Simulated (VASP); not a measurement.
**FeS2: single point with HSE06**

FeS2:

```xyz
6
Lattice="4.3710 0.0000 0.0000 0.0000 5.3277 0.0000 0.0000 0.0000 3.4002" Properties=species:S:1:pos:R:3 pbc="T T T"
Fe    2.1855    2.6638    1.7001
Fe    0.0000    0.0000    0.0000
S     1.3021    4.6769    1.7001
S     3.0689    0.6507    1.7001
S     0.8834    2.0131    0.0000
S     3.4876    3.3146    0.0000
```

This cell differs from its parent crystal: epitaxial xy strain -1.4%.

```yaml
Program: VASP 6.6.1
Task: single point
Functional: HSE06
Potentials_or_basis: VASP PAW PBE potentials, release 64 (Fe, S)
Cutoff: 520 eV
k_mesh: 4 × 4 × 4
Occupations: gaussian, width 0.01 eV
Spin: no spin polarisation
```

```yaml
Pressure: 3.0 GPa
Largest_force: 0.939 eV/Å
Band_gap_on_the_k_mesh: 2.47 eV (least direct gap 2.95 eV)
```

Forces on the atoms (eV/Å):
```
Fe   0.000  0.000  0.000
Fe   0.000  0.000  0.000
S    0.760  0.551  0.000
S   -0.760 -0.551  0.000
S   -0.760  0.551  0.000
S    0.760 -0.551  0.000
```

Stress tensor (GPa, compression positive):
```
1.16 0.00 0.00
0.00 5.62 0.00
0.00 0.00 2.21
```

Levels at points of the mesh, in eV from the valence-band top:
```tsv
k point	band 17	band 18	band 19	band 20	band 21	band 22	band 23	band 24
(0.00, 0.00, 0.00)	-1.23	-1.10	-1.07	-0.37	2.58	3.34	4.53	5.09
(0.50, 0.00, 0.00)	-0.96	-0.96	0.00	0.00	3.31	3.31	3.82	3.82
(0.00, 0.50, 0.00)	-1.09	-1.09	-0.62	-0.62	2.59	2.59	4.39	4.39
(0.50, 0.50, 0.00)	-1.16	-1.16	-0.83	-0.83	3.25	3.25	3.91	3.91
(0.00, 0.00, 0.50)	-1.22	-1.22	-1.10	-1.10	3.26	3.26	3.77	3.77
(0.50, 0.00, 0.50)	-1.08	-1.08	-0.82	-0.82	3.43	3.43	3.71	3.71
(0.00, 0.50, 0.50)	-1.75	-1.75	-1.11	-1.11	3.02	3.02	4.13	4.13
(0.50, 0.50, 0.50)	-1.09	-1.09	-0.88	-0.88	3.19	3.19	4.28	4.28
```

Wall time 51 min on 4 MPI ranks on Intel(R) Xeon(R) 6975P-C (Granite Rapids) (shared host), peak memory 0.35 GiB a rank.

Caveat: the k points lie up to 0.46 Å⁻¹ apart; the cell differs from its parent crystal (epitaxial xy strain -1.4%); the PAW data sets were made with another functional, which shifts forces and pressure a little. Spin polarisation is off, so any magnetic state and its effect on volume and gap are missing.
